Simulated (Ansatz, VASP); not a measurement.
WS2: VASP beside Ansatz

```
W S
1.0
     1.59978    0.92363    6.24444
    -1.59978    0.92363    6.24444
     0.00000   -1.84727    6.24444
W S
1 2
Direct
  0.00000 0.00000 0.00000
  0.75030 0.75030 0.75030
  0.58100 0.58100 0.58100
```

Change from the starting cell: volume scaled by 1.04.

Alike in both runs: task single point; functional PBE; k mesh 13 × 13 × 13; occupations fermi-dirac, width 0.08 eV; no spin polarisation.

|  | VASP | Ansatz |
| --- | --- | --- |
| version | VASP 6.6.1 | Ansatz 0.2.0 |
| potentials or method | VASP PAW PBE potentials, release 64 (W_sv, S), cutoff 520 eV | all-electron LAPW, scalar-relativistic |

|  | VASP | Ansatz | Ansatz less VASP |
| --- | --- | --- | --- |
| pressure (GPa) | -1.8 | -1.7 | +0.11 |
| rms of the force components (eV/Å) | 0.313 | 0.312 | -0.0010 |

Atom by atom the forces differ by 0.001 eV/Å (rms over components). Ansatz ran all-electron here, and VASP with PAW potentials.

Neither program's run includes spin-orbit coupling.
